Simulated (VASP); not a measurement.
InTe4:

```xyz
5
Lattice="-3.2139 3.2139 4.0230 3.2139 -3.2139 4.0230 3.2139 3.2139 -4.0230" Properties=species:S:1:pos:R:3 pbc="T T T"
In    0.0000    0.0000    0.0000
Te    1.6069    1.6069    2.0115
Te    1.6069    1.6069   -2.0115
Te   -1.6069    1.6069    2.0115
Te    1.6069   -1.6069    2.0115
```

The cell was generated, and may not be a known phase.

* Program: VASP 6.6.1
* Task: relaxation of cell and atoms
* Functional: PBE
* Potentials or basis: VASP PAW PBE potentials, release 64 (In_d, Te)
* Cutoff: 600 eV
* k mesh: 4 × 4 × 4
* Occupations: gaussian, width 0.2 eV
* Spin: no spin polarisation

At the start: pressure 3.0 GPa; volume 33.24 Å³/atom.

**Question.** Where does the relaxation end?

**Answer.** Over 7 steps the energy falls by 116.5 meV/atom and the volume is 40.51 Å³/atom (+21.8 %); space group I4/mmm (No. 139, to 0.1 Å) before and after.

The path:
| step | energy change (eV) | largest force (eV/Å) | pressure (GPa) | volume (Å³) |
| --- | --- | --- | --- | --- |
| 1 | 0.0000 | 0.0000 | 2.95 | 166.22 |
| 2 | -0.2182 | 0.0000 | -0.45 | 181.30 |
| 3 | -0.2276 | 0.0000 | -1.55 | 188.39 |
| 4 | -0.4234 | 0.0000 | -0.93 | 190.49 |
| 5 | -0.5317 | 0.0000 | 1.77 | 192.82 |
| 6 | -0.5547 | 0.0000 | 0.97 | 192.56 |
| 7 | -0.5827 | 0.0000 | 0.02 | 202.53 |

Final structure:
```
CELL_PARAMETERS angstrom
-3.11334 3.11334 5.22370
3.11334 -3.11334 5.22370
3.11334 3.11334 -5.22370
ATOMIC_POSITIONS crystal
In 0.00000 0.00000 0.00000
Te 0.50000 0.50000 0.50000
Te 0.00000 0.00000 0.50000
Te 0.50000 0.00000 0.00000
Te 0.00000 0.50000 0.00000
```

Caveat: the volume moved by over 15 % at a fixed basis, so the end points are rough; the highest band is partly filled, so the run has too few bands; an odd number of electrons without spin polarisation forces a metal; a magnetic or distorted state may lie lower.
